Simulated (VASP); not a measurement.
# CdSe (F-43m) in VASP: notebook

Runs on CdSe. Level: LDA. Tasks: single point.

Program: VASP 6.6.1. These are calculated values, not measurements. Logs are shortened: lines on timing, memory, paths and dates and some standing lists are left out, and cuts for length are marked.

## 1. The cell of the first run

It takes space group F-43m (No. 216, cubic). The conventional cell has a = 6.141 Å, b = 6.141 Å, c = 6.141 Å, α = 90.00°, β = 90.00°, γ = 90.00°. Within 3.5 Å of Cd (site symmetry -43m) lie 4 Se at 2.66 Å. Se (site symmetry -43m) has 4 Cd at 2.66 Å within 3.5 Å.

## 2. Single point, LDA

File INCAR:

```
PREC = Accurate
ENCUT = 520
EDIFF = 1E-6
ISMEAR = 0
SIGMA = 0.1
LREAL = F
LASPH = T
NELM = 60
ALGO = Normal
ISIF = 2
LWAVE = F
LCHARG = T
LELF = T
LVHAR = T
NBANDS = 16
```

File KPOINTS:

```
Automatic mesh
0
Gamma
  6 6 6
```

File POSCAR:

```
CdSe
1.0
    0.0000000000      3.0702712000      3.0702712000
    3.0702712000      0.0000000000      3.0702712000
    3.0702712000      3.0702712000      0.0000000000
Cd Se
1 1
Direct
    0.0000000000      0.0000000000      0.0000000000
    0.2500000000      0.2500000000      0.2500000000
```

Potentials or basis: VASP PAW LDA potentials, release 64 (Cd, Se).

Started as:

```bash
cat potpaw_LDA.64/Cd/POTCAR potpaw_LDA.64/Se/POTCAR > POTCAR
mpirun -np 1 vasp_std > vasp.out
```

OUTCAR:

```text
PREC = Accurate
   ENCUT = 520
   EDIFF = 1E-6
   ISMEAR = 0
   LREAL = F
   LASPH = T
   NELM = 60
   ISIF = 2

 ion  position               nearest neighbor table
   1  0.000  0.000  0.000-   2 2.66   2 2.66   2 2.66   2 2.66
   2  0.250  0.250  0.250-   1 2.66   1 2.66   1 2.66   1 2.66

  LATTYP: Found a face centered cubic cell.
 ALAT       =     6.1405424000

  Lattice vectors:

 A1 = (   0.0000000000,   3.0702712000,   3.0702712000)
 A2 = (   3.0702712000,   0.0000000000,   3.0702712000)
 A3 = (   3.0702712000,   3.0702712000,   0.0000000000)

Analysis of symmetry for initial positions (statically):
=====================================================================
 Subroutine PRICEL returns:
 Original cell was already a primitive cell.

 Routine SETGRP: Setting up the symmetry group for a
 face centered cubic supercell.

 Subroutine GETGRP returns: Found 24 space group operations
 (whereof 24 operations were pure point group operations)
 out of a pool of 48 trial point group operations.

The static configuration has the point symmetry T_d .

Analysis of symmetry for dynamics (positions and initial velocities):
=====================================================================
 Subroutine PRICEL returns:
 Original cell was already a primitive cell.

 Routine SETGRP: Setting up the symmetry group for a
 face centered cubic supercell.

 Subroutine GETGRP returns: Found 24 space group operations
 (whereof 24 operations were pure point group operations)
 out of a pool of 48 trial point group operations.

The dynamic configuration has the point symmetry T_d .

 Subroutine INISYM returns: Found 24 space group operations
 (whereof 24 operations are pure point group operations),
 and found     1 'primitive' translations

----------------------------------------------------------------------------------------

                                     Primitive cell

  volume of cell :      57.8842

  direct lattice vectors                    reciprocal lattice vectors
     0.000000000  3.070271200  3.070271200    -0.162852063  0.162852063  0.162852063
     3.070271200  0.000000000  3.070271200     0.162852063 -0.162852063  0.162852063
     3.070271200  3.070271200  0.000000000     0.162852063  0.162852063 -0.162852063

  length of vectors
     4.342019171  4.342019171  4.342019171     0.282068048  0.282068048  0.282068048

  position of ions in fractional coordinates (direct lattice)
     0.000000000  0.000000000  0.000000000
     0.250000000  0.250000000  0.250000000

  ion indices of the primitive-cell ions
   primitive index   ion index
                 1           1
                 2           2

----------------------------------------------------------------------------------------

 KPOINTS: Automatic mesh

Automatic generation of k-mesh.
 Grid dimensions read from file:
 generate k-points for:    6    6    6

 Generating k-lattice:

  Cartesian coordinates                     Fractional coordinates (reciprocal lattice)
    -0.027142011  0.027142011  0.027142011     0.166666667  0.000000000  0.000000000
     0.027142011 -0.027142011  0.027142011     0.000000000  0.166666667  0.000000000
     0.027142011  0.027142011 -0.027142011     0.000000000  0.000000000  0.166666667

  Length of vectors
     0.047011341  0.047011341  0.047011341

  Shift w.r.t. Gamma in fractional coordinates (k-lattice)
     0.000000000  0.000000000  0.000000000

 Subroutine IBZKPT returns following result:
 ===========================================

 Found     16 irreducible k-points:

 Following reciprocal coordinates:
            Coordinates               Weight
  0.000000  0.000000  0.000000      1.000000
  0.166667  0.000000  0.000000      8.000000
  0.333333  0.000000  0.000000      8.000000
  0.500000  0.000000  0.000000      4.000000
  0.166667  0.166667  0.000000      6.000000
  0.333333  0.166667  0.000000     24.000000
[... 8 lines left out ...]
 -0.333333  0.333333  0.166667     24.000000
 -0.333333  0.500000  0.166667     12.000000
   k-points           NKPTS =     16   k-points in BZ     NKDIM =     16   number of bands    NBANDS=     16
   number of dos      NEDOS =    301   number of ions     NIONS =      2
   total plane-waves  NPLWV =  32768
   dimension x,y,z NGX =    32 NGY =   32 NGZ =   32
   dimension x,y,z NGXF=    64 NGYF=   64 NGZF=   64
   ions per type =               1   1
   NGX,Y,Z   is equivalent  to a cutoff of  12.25, 12.25, 12.25 a.u.
   NGXF,Y,Z  is equivalent  to a cutoff of  24.50, 24.50, 24.50 a.u.
 SYSTEM =  unknown system
   PREC   = accura    normal or accurate (medium, high low for compatibility)
   ISTART =      0    job   : 0-new  1-cont  2-samecut
   ICHARG =      2    charge: 1-file 2-atom 10-const
   ISPIN  =      1    spin polarized calculation?
   LNONCOLLINEAR =      F non collinear calculations
   LSORBIT =      F    spin-orbit coupling
   LASPH  =      T    aspherical Exc in radial PAW
   ENCUT  =  520.0 eV  38.22 Ry    6.18 a.u.   8.07  8.07  8.07*2*pi/ulx,y,z
   NELM   =     60;   NELMIN=  2; NELMDL= -5     # of ELM steps
   EDIFF  = 0.1E-05   stopping-criterion for ELM
   LREAL  =      F    real-space projection
   EDIFFG = 0.1E-04   stopping-criterion for IOM
   NSW    =      0    number of steps for IOM
   IBRION =     -1    ionic relax: 0-MD 1-quasi-New 2-CG
   NFREE  =      0    steps in history (QN), initial steepest desc. (CG)
   ISIF   =      2    stress and relaxation
   ISYM   =      2    0-nonsym 1-usesym 2-fastsym
   POTIM  = 0.5000    time-step for ionic-motion
   TEBEG  =    0.0;   TEEND  =   0.0 temperature during run
   PSTRESS=    0.0 pullay stress
   NELECT =      18.0000    total number of electrons
   NUPDOWN=      -1.0000    fix difference up-down
   EMIN   =  10.00;   EMAX   =-10.00  energy-range for DOS
   EFERMI =   0.00;   METHOD = LEGACY
   ISMEAR =     0;   SIGMA  =   0.10  broadening in eV -4-tet -1-fermi 0-gaus
   EFERMI_NEDOS =   21; number of points for ismear=-14 and -15
   IALGO  =     38    algorithm
   IMIX   =      4    mixing-type and parameters
     AMIX     =   0.40;   BMIX     =  1.00
     AMIX_MAG =   1.60;   BMIX_MAG =  1.00
  volume/ion in A,a.u.               =      28.94       195.31
  Fermi-wavevector in a.u.,A,eV,Ry     =   1.109121  2.095935 16.737199  1.230149
  Thomas-Fermi vector in A             =   2.245657
   LORBIT       =      0    0 simple, 1 ext, 2 COOP (PROOUT), +10 PAW based schemes
   GGA     = CA    functional components
   LHFCALC =     F    Hartree Fock is set to
   AEXX    =    0.0000 exact exchange contribution
   IVDW    =     0    specifies the selected vdW correction
   LEPSILON=     F    determine dielectric tensor
   LRPA    =     F    only Hartree local field effects (RPA)
 non-spin polarized calculation
 Gauss-broadening in eV      SIGMA  =   0.10
  energy-cutoff  :      520.00
  volume of cell :       57.88
 maximum number of plane-waves:      1588
   NGX = 17   NGY = 17   NGZ = 17

 number of electron      18.0000006 magnetization

 Free energy of the ion-electron system (eV)
  ---------------------------------------------------
  ext. energy  EPLUGINS =         0.00000000
  ---------------------------------------------------
  free energy    TOTEN  =        -6.72673170 eV

  energy without entropy =       -6.72664093  energy(sigma->0) =       -6.72668632

 E-fermi :   0.7525     XC(G=0):  -9.1641

 val. band max:        0.5859986048   @ k =   0.0000   0.0000   0.0000
 cond. band min:       0.8878816086   @ k =   0.0000   0.0000   0.0000
 fundamental gap:      0.3018830038
 Fermi energy:         0.7525184188

 k-point     1 :       0.0000    0.0000    0.0000
  band No.  band energies     occupation
      1     -11.9032      2.00000
      2      -7.2736      2.00000
      3      -7.2736      2.00000
      4      -7.2736      2.00000
      5      -6.9246      2.00000
      6      -6.9246      2.00000
[... 8 lines left out ...]
     15      11.6055      0.00000
     16      11.6055      0.00000

 k-point     2 :       0.1667    0.0000    0.0000
  band No.  band energies     occupation
      1     -11.8157      2.00000
      2      -7.2467      2.00000
      3      -7.2467      2.00000
      4      -7.1905      2.00000
      5      -6.9255      2.00000
      6      -6.9255      2.00000
[... 8 lines left out ...]
     15      10.5896      0.00000
     16      10.7698      0.00000

 k-point     3 :       0.3333    0.0000    0.0000
  band No.  band energies     occupation
      1     -11.6378      2.00000
      2      -7.2019      2.00000
      3      -7.2019      2.00000
      4      -6.9155      2.00000
      5      -6.9155      2.00000
      6      -6.9092      2.00000
[... 8 lines left out ...]
     15      10.9944      0.00000
     16      10.9944      0.00000

 k-point     4 :       0.5000    0.0000    0.0000
  band No.  band energies     occupation
      1     -11.5480      2.00000
      2      -7.1859      2.00000
      3      -7.1859      2.00000
      4      -6.9029      2.00000
      5      -6.9029      2.00000
      6      -6.6536      2.00000
[... 8 lines left out ...]
     15      12.5400      0.00000
     16      12.5400      0.00000
[... 172 lines left out ...]
 k-point    14 :       0.5000    0.3333    0.1667
  band No.  band energies     occupation
      1     -11.5229      2.00000
      2      -7.1379      2.00000
      3      -7.1293      2.00000
      4      -6.9882      2.00000
      5      -6.9001      2.00000
      6      -6.7026      2.00000
[... 8 lines left out ...]
     15      12.4377      0.00000
     16      13.5064      0.00000

 k-point    15 :      -0.3333    0.3333    0.1667
  band No.  band energies     occupation
      1     -11.4650      2.00000
      2      -7.1316      2.00000
      3      -7.1049      2.00000
      4      -6.9552      2.00000
      5      -6.9143      2.00000
      6      -6.5277      2.00000
[... 8 lines left out ...]
     15      12.2208      0.00000
     16      13.4198      0.00000

 k-point    16 :      -0.3333    0.5000    0.1667
  band No.  band energies     occupation
      1     -11.4369      2.00000
      2      -7.0980      2.00000
      3      -7.0823      2.00000
      4      -6.9843      2.00000
      5      -6.8987      2.00000
      6      -6.5045      2.00000
[... 8 lines left out ...]
     15      13.1375      0.00000
     16      13.3795      0.00000

------------------------ aborting loop because EDIFF is reached ----------------------------------------

  FORCE on cell =-STRESS in cart. coord.  units (eV):
  Direction    XX          YY          ZZ          XY          YZ          ZX
  --------------------------------------------------------------------------------------
  -------------------------------------------------------------------------------------
  Total       -1.0417631     -1.0417631     -1.0417631      0.0000000      0.0000000     -0.0000000
  in kB      -28.8349586    -28.8349586    -28.8349586      0.0000000      0.0000000     -0.0000000
  external PRESSURE =     -28.8349586 kB  Pullay stress =       0.0000000 kB

 VOLUME and BASIS-vectors are now :
 -----------------------------------------------------------------------------
  energy-cutoff  :      520.00
  volume of cell :       57.88
      direct lattice vectors                 reciprocal lattice vectors
     0.000000000  3.070271200  3.070271200    -0.162852063  0.162852063  0.162852063
     3.070271200  0.000000000  3.070271200     0.162852063 -0.162852063  0.162852063
     3.070271200  3.070271200  0.000000000     0.162852063  0.162852063 -0.162852063

 POSITION                                       TOTAL-FORCE (eV/Angst)
 -----------------------------------------------------------------------------------
      0.00000      0.00000      0.00000        -0.000000     -0.000000     -0.000000
      1.53514      1.53514      1.53514         0.000000      0.000000      0.000000
 -----------------------------------------------------------------------------------
    total drift:                               -0.000000     -0.000000     -0.000000

  FREE ENERGIE OF THE ION-ELECTRON SYSTEM (eV)
  ---------------------------------------------------
  free  energy   TOTEN  =        -6.7267316991 eV

  energy  without entropy=       -6.7266409314  energy(sigma->0) =       -6.72668632
```

It took 17 s on 1 thread of Intel Xeon 8259CL, shared host; peak memory 0.16 GiB.

What came out:

```yaml
Free_energy: -6.7267 eV
Pressure: -2.9 GPa
Band_gap_on_the_k_mesh: 0.30 eV
```

Levels at points of the mesh, in eV from the valence-band top:
```tsv
k point	band 7	band 8	band 9	band 10	band 11	band 12
(0.00, 0.00, 0.00)	0.00	0.00	0.00	0.30	5.79	5.79
(0.50, 0.00, 0.00)	-4.32	-0.72	-0.72	2.16	6.30	6.30
(0.50, 0.50, 0.00)	-4.04	-1.79	-1.79	2.98	3.58	8.74
```

Caveat: semilocal functionals underestimate gaps, and a narrow one can read as zero.

[end of part 1 of 2]
